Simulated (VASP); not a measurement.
# KBr (Pm-3m) in VASP: further runs, part 2 of 2

VASP 6.6.1.

## 6. Single point, r2SCAN

File POSCAR:

```
KBr
1.0
    3.9762553130      0.0000000000      0.0000000000
    0.0000000000      3.9762553130      0.0000000000
    0.0000000000      0.0000000000      3.9762553130
K Br
1 1
Direct
    0.0000000000      0.0000000000      0.0000000000
    0.5000000000      0.5000000000      0.5000000000
```

File INCAR.step1:

```
SYSTEM = KBr
PREC = Accurate
ENCUT = 520
ISMEAR = 0
SIGMA = 0.01
LREAL = .FALSE.
LASPH = .TRUE.
NELM = 100
NBANDS = 15
GGA = PE
ALGO = Normal
EDIFF = 1E-4
LWAVE = .TRUE.
LCHARG = .FALSE.
```

File INCAR.step2:

```
SYSTEM = KBr
PREC = Accurate
ENCUT = 520
EDIFF = 1E-6
ISMEAR = 0
SIGMA = 0.01
LREAL = .FALSE.
LASPH = .TRUE.
NELM = 100
ALGO = Normal
ISIF = 2
LWAVE = .FALSE.
LCHARG = .FALSE.
METAGGA = R2SCAN
LMIXTAU = .TRUE.
NBANDS = 15
ISTART = 1
```

File KPOINTS:

```
Automatic mesh
0
G
  6 6 6
  0 0 0
```

Potentials or basis: VASP PAW PBE potentials, release 64 (K_sv, Br).

Launch:

```console
$ cat potpaw_PBE.64/K_sv/POTCAR potpaw_PBE.64/Br/POTCAR > POTCAR
$ cp INCAR.step1 INCAR
$ mpirun -np 1 vasp_std > vasp.out
$ cp INCAR.step2 INCAR
$ mpirun -np 1 vasp_std > vasp.out
```

OUTCAR:

```text
SYSTEM = KBr
   PREC = Accurate
   ENCUT = 520
   EDIFF = 1E-6
   ISMEAR = 0
   LREAL = .FALSE.
   LASPH = .TRUE.
   NELM = 100
   ISIF = 2
   METAGGA = R2SCAN
   ISTART = 1

 ion  position               nearest neighbor table
   1  0.000  0.000  0.000-
   2  0.500  0.500  0.500-

  LATTYP: Found a simple cubic cell.
 ALAT       =     3.9762553130

  Lattice vectors:

 A1 = (   3.9762553130,   0.0000000000,   0.0000000000)
 A2 = (   0.0000000000,   3.9762553130,   0.0000000000)
 A3 = (   0.0000000000,   0.0000000000,   3.9762553130)

Analysis of symmetry for initial positions (statically):
=====================================================================
 Subroutine PRICEL returns:
 Original cell was already a primitive cell.

 Routine SETGRP: Setting up the symmetry group for a
 simple cubic supercell.

 Subroutine GETGRP returns: Found 48 space group operations
 (whereof 48 operations were pure point group operations)
 out of a pool of 48 trial point group operations.

The static configuration has the point symmetry O_h .

Analysis of symmetry for dynamics (positions and initial velocities):
=====================================================================
 Subroutine PRICEL returns:
 Original cell was already a primitive cell.

 Routine SETGRP: Setting up the symmetry group for a
 simple cubic supercell.

 Subroutine GETGRP returns: Found 48 space group operations
 (whereof 48 operations were pure point group operations)
 out of a pool of 48 trial point group operations.

The dynamic configuration has the point symmetry O_h .

 Subroutine INISYM returns: Found 48 space group operations
 (whereof 48 operations are pure point group operations),
 and found     1 'primitive' translations

----------------------------------------------------------------------------------------

                                     Primitive cell

  volume of cell :      62.8670

  direct lattice vectors                    reciprocal lattice vectors
[... 111 lines left out ...]
   LEPSILON=     F    determine dielectric tensor
   LRPA    =     F    only Hartree local field effects (RPA)
 non-spin polarized calculation
 Gauss-broadening in eV      SIGMA  =   0.01
  energy-cutoff  :      520.00
  volume of cell :       62.87
 maximum number of plane-waves:      1743
 NGX is ok and might be reduce to    30
   NGX = 15   NGY = 15   NGZ = 15

 number of electron      15.9999996 magnetization

 Free energy of the ion-electron system (eV)
  ---------------------------------------------------
  ext. energy  EPLUGINS =         0.00000000
  ---------------------------------------------------
  free energy    TOTEN  =       -23.14366736 eV

  energy without entropy =      -23.14366736  energy(sigma->0) =      -23.14366736

 E-fermi :  -0.7360     XC(G=0):  -8.4211

 val. band max:       -0.8909979993   @ k =   0.5000   0.5000   0.0000
 cond. band min:       3.8800791747   @ k =   0.0000   0.0000   0.0000
 fundamental gap:      4.7710771740
 Fermi energy:        -0.7360328090

 k-point     1 :       0.0000    0.0000    0.0000
  band No.  band energies     occupation
      1     -30.6368      2.00000
      2     -14.2187      2.00000
      3     -13.2884      2.00000
      4     -13.2884      2.00000
      5     -13.2884      2.00000
      6      -1.1708      2.00000
      7      -1.1708      2.00000
      8      -1.1708      2.00000
      9       3.8801      0.00000
     10       5.4592      0.00000
     11       5.4592      0.00000
     12       9.6640      0.00000
     13       9.6640      0.00000
     14       9.6640      0.00000
[... 329 lines left out ...]
      2     -13.7750      2.00000
      3     -13.4115      2.00000
      4     -13.4115      2.00000
      5     -13.4115      2.00000
      6      -2.4511      2.00000
      7      -2.4511      2.00000
      8      -2.4511      2.00000
      9       7.2550      0.00000
     10       7.2550      0.00000
     11       7.2550      0.00000
     12       9.5234      0.00000
     13       9.5234      0.00000
     14       9.5234      0.00000
     15      11.2189      0.00000

------------------------ aborting loop because EDIFF is reached ----------------------------------------

  FORCE on cell =-STRESS in cart. coord.  units (eV):
  Direction    XX          YY          ZZ          XY          YZ          ZX
  --------------------------------------------------------------------------------------
  -------------------------------------------------------------------------------------
  Total       -0.0053686     -0.0053686     -0.0053686      0.0000000      0.0000000     -0.0000000
  in kB       -0.1368206     -0.1368206     -0.1368206      0.0000000      0.0000000     -0.0000000
  external PRESSURE =      -0.1368206 kB  Pullay stress =       0.0000000 kB

 VOLUME and BASIS-vectors are now :
 -----------------------------------------------------------------------------
  energy-cutoff  :      520.00
  volume of cell :       62.87
      direct lattice vectors                 reciprocal lattice vectors
     3.976255313  0.000000000  0.000000000     0.251492905  0.000000000  0.000000000
     0.000000000  3.976255313  0.000000000     0.000000000  0.251492905  0.000000000
     0.000000000  0.000000000  3.976255313     0.000000000  0.000000000  0.251492905

 POSITION                                       TOTAL-FORCE (eV/Angst)
 -----------------------------------------------------------------------------------
      0.00000      0.00000      0.00000         0.000000      0.000000      0.000000
      1.98813      1.98813      1.98813         0.000000      0.000000      0.000000
 -----------------------------------------------------------------------------------
    total drift:                                0.000000      0.000000     -0.000000

  FREE ENERGIE OF THE ION-ELECTRON SYSTEM (eV)
  ---------------------------------------------------
  free  energy   TOTEN  =       -23.1436673627 eV

  energy  without entropy=      -23.1436673627  energy(sigma->0) =      -23.14366736
```

OUTCAR.step1:

```text
SYSTEM = KBr
   PREC = Accurate
   ENCUT = 520
   ISMEAR = 0
   LREAL = .FALSE.
   LASPH = .TRUE.
[... 575 lines left out ...]
      0.00000      0.00000      0.00000         0.000000      0.000000      0.000000
      1.98813      1.98813      1.98813         0.000000      0.000000      0.000000
 -----------------------------------------------------------------------------------
    total drift:                                0.000000      0.000000     -0.000000

  FREE ENERGIE OF THE ION-ELECTRON SYSTEM (eV)
  ---------------------------------------------------
  free  energy   TOTEN  =        -6.0698215187 eV

  energy  without entropy=       -6.0698215187  energy(sigma->0) =       -6.06982152
```

OSZICAR.step1:

```text
N       E                     dE             d eps       ncg     rms          rms(c)
DAV:   1     0.100451527506E+03    0.10045E+03   -0.70194E+03   600   0.959E+02
DAV:   2    -0.526899195118E+00   -0.10098E+03   -0.94031E+02   783   0.234E+02
DAV:   3    -0.604366809076E+01   -0.55168E+01   -0.54865E+01   825   0.490E+01
DAV:   4    -0.626031064034E+01   -0.21664E+00   -0.21662E+00   893   0.818E+00
DAV:   5    -0.626232179884E+01   -0.20112E-02   -0.20111E-02   853   0.867E-01    0.280E+00
DAV:   6    -0.609445179243E+01    0.16787E+00   -0.14548E-01   733   0.223E+00    0.209E+00
DAV:   7    -0.606670395153E+01    0.27748E-01   -0.88442E-02   768   0.191E+00    0.986E-01
DAV:   8    -0.606948142351E+01   -0.27775E-02   -0.13150E-02   747   0.844E-01    0.103E-01
DAV:   9    -0.606967771539E+01   -0.19629E-03   -0.42080E-04   811   0.163E-01    0.771E-02
DAV:  10    -0.606981906995E+01   -0.14135E-03   -0.18343E-04   619   0.963E-02    0.127E-02
DAV:  11    -0.606982151871E+01   -0.24488E-05   -0.93913E-06   433   0.226E-02
   1 F= -.60698215E+01 E0= -.60698215E+01  d E =-.409231E-63
```

Wall time 2 min (1 thread of Intel Xeon 8259CL, shared host); peak memory 0.18 GiB.

What came out:

- Free energy: -23.1437 eV
- Pressure: 0.0 GPa
- Band gap on the k mesh: 4.77 eV (least direct gap 5.05 eV)

Levels at points of the mesh, in eV from the valence-band top:
```
           k point  band 4  band 5  band 6  band 7  band 8  band 9  band 10  band 11  band 12  band 13
(0.00, 0.00, 0.00)  -12.40  -12.40   -0.28   -0.28   -0.28    4.77     6.35     6.35    10.55    10.55
(0.50, 0.00, 0.00)  -12.37  -12.19   -2.09   -0.26   -0.26    7.40     7.78     8.67     9.59    10.62
(0.50, 0.50, 0.00)  -12.56  -12.36   -1.50   -1.50    0.00    5.84     7.27     8.79     8.79    11.46
(0.50, 0.50, 0.50)  -12.52  -12.52   -1.56   -1.56   -1.56    8.15     8.15     8.15    10.41    10.41
```

Caveat: the structure was generated, so it needn't be the stable form of KBr; the PAW data sets were made with another functional, which shifts forces and pressure a little. A k mesh can miss the band edges.

## 7. Summary

| level | potentials or basis | k mesh | gap on the mesh (eV) | pressure (GPa) |
| --- | --- | --- | --- | --- |
| LDA | VASP PAW LDA potentials, release 64 (K_sv, Br) | 4 × 4 × 4 | 3.63 | -2.0 |
| r2SCAN | VASP PAW PBE potentials, release 64 (K_sv, Br) | 4 × 4 × 4 | 4.77 | 0.0 |
| PBE | VASP PAW PBE potentials, release 64 (K_sv, Br) | 6 × 6 × 6 | 4.02 | 0.9 |
| r2SCAN | VASP PAW PBE potentials, release 64 (K_sv, Br) | 6 × 6 × 6 | 4.77 | 0.0 |

Alike in all rows: task single point; no spin polarisation; cell as given; cutoff (eV) 520; smearing gaussian 0.01 eV.

Caveats: the structure was generated, so it needn't be the stable form of KBr; the PAW data sets were made with another functional, which shifts forces and pressure a little (at least some runs).

Total energies depend on the potentials used, so only differences within one code and one set of settings carry meaning.
